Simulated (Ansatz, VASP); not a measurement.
# One calculation of ZrB, two programs

```
Zr B
1.0
     0.00000    2.64967    2.64967
     2.64967    0.00000    2.64967
     2.64967    2.64967    0.00000
Zr B
1 1
Direct
  0.75000 0.75000 0.75000
  0.00000 0.00000 0.00000
```

Alike in both runs: functional PBE; k mesh 6 × 6 × 6; occupations gaussian, width 0.1 eV; no spin polarisation.

Ansatz relaxed the structure, and its values are those at the end. VASP's run is a single point on that final structure, the one shown.

|  | VASP | Ansatz |
| --- | --- | --- |
| version | VASP 6.6.1 | Ansatz 0.2.0 |
| potentials or method | VASP PAW PBE potentials, release 64 (Zr_sv, B), cutoff 520 eV | scalar-relativistic, plane waves, PAW |
| valence electrons in the cell | 15 | 15 |

```csv
,VASP,Ansatz,Ansatz less VASP
gap on the k mesh at the Fermi level (eV),none,none,-
pressure (GPa),-0.3,-0.3,-0.06
```

A gap of «none» marks a metal or a gap that the smearing closes. With one functional, cell and mesh, what is left measures potentials, basis and numerics.
